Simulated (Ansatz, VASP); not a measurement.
## Rh in VASP and in Ansatz

INCAR

```
ALGO = Fast ; EDIFF = 1E-7
ENCUT = 520 ; GGA = PE
ISIF = 2 ; ISMEAR = 0
LASPH = T ; LCHARG = F
LREAL = F ; LWAVE = F
NBANDS = 14 ; NELM = 80
PREC = Accurate ; SIGMA = 0.15
```

KPOINTS

```
k-points
0
Gamma
  22 22 22
```

POSCAR

```
Rh
1.0
    0.0000000000      1.9015500000      1.9300732500
    1.9015500000      0.0000000000      1.9300732500
    1.9015500000      1.9015500000      0.0000000000
Rh
1
Direct
    0.0000000000      0.0000000000      0.0000000000
```

Input for Ansatz:

```yaml
crystal:
  lattice:
    - [0.0, 1.90155, 1.93007325]
    - [1.90155, 0.0, 1.93007325]
    - [1.90155, 1.90155, 0.0]
  atoms:
    - { symbol: Rh, position: [0.0, 0.0, 0.0] }
basis:
  ecutwfc: 420
kpoints:
  mp_grid: { grid: [22, 22, 22] }
hamiltonian:
  xc: pbe
scf:
  occupations: { method: gaussian, width: 0.15 }
output:
  forces: true
  stress: true
  eigenvalues: true
```

Change from the starting cell: strain +0.000 along x and y, +0.015 along z, atoms carried along.

Alike in both runs: task single point; functional PBE; k mesh 22 × 22 × 22; occupations gaussian, width 0.15 eV; no spin polarisation.

|  | VASP | Ansatz |
| --- | --- | --- |
| version | VASP 6.6.1 | Ansatz 0.2.0 |
| potentials or method | VASP PAW PBE potentials, release 64 (Rh_pv), cutoff 520 eV | scalar-relativistic, plane waves, PAW |
| valence electrons in the cell | 15 | 17 |

VASP gave:

| Item | Value |
| --- | --- |
| gap on the k mesh at the Fermi level (eV) | none |
| pressure (GPa) | 1.8 |
| traceless stress, the component that is largest in VASP (GPa) | -2.35 |

Problem. What did Ansatz give for the same quantities?

Solution. gap on the k mesh at the Fermi level (eV): none; pressure (GPa): 1.7; traceless stress, the component that is largest in VASP (GPa): -2.36.

A gap of «none» marks a metal or a gap that the smearing closes. VASP's potentials hold 15 valence electrons a cell and Ansatz's 17, so a difference there can come from the potentials and not from the codes.
